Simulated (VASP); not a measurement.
Here is a VASP 6.6.1 calculation.

The input INCAR:

```
SYSTEM = SnO
  ALGO = Normal
  EDIFF = 1E-6
  ENCUT = 520
  GGA = PE
  ISIF = 2
  ISMEAR = 0
  LASPH = .True.
  LCHARG = .False.
  LREAL = .False.
  LWAVE = .False.
  NBANDS = 28
  NELM = 100
  PREC = Accurate
  SIGMA = 0.016
```

File KPOINTS:

```
k-points
0
Gamma
  7 7 6
  0 0 0
```

Contents of POSCAR:

```
SnO
1.0
    3.8136952200      0.0000000000      0.0000000000
    0.0000000000      3.8136952200      0.0000000000
    0.0000000000      0.0000000000      4.8869133000
Sn O
2 2
Direct
    0.5000000000      0.0000000000      0.7646261400
    0.0000000000      0.5000000000      0.2353738600
    0.0000000000      0.0000000000      0.0000000000
    0.5000000000      0.5000000000      0.0000000000
```

Potentials or basis: VASP PAW PBE potentials, release 64 (Sn_d, O).

Launch:

```bash
$ cat potpaw_PBE.64/Sn_d/POTCAR potpaw_PBE.64/O/POTCAR > POTCAR
$ mpirun -np 1 vasp_std > vasp.out
```

Predict the pressure.

3.8 GPa.

Predict the largest force.

0.455 eV/Å.

What does it give for the band gap on the k mesh?

0.38 eV, indirect (least direct gap 2.05 eV).

Stress tensor (GPa, compression positive):
```
4.14 0.00 0.00
0.00 4.14 0.00
0.00 0.00 3.22
```

Caveat: spin-orbit coupling is left out, which moves the levels of the heavy elements. A k mesh can miss the band edges.
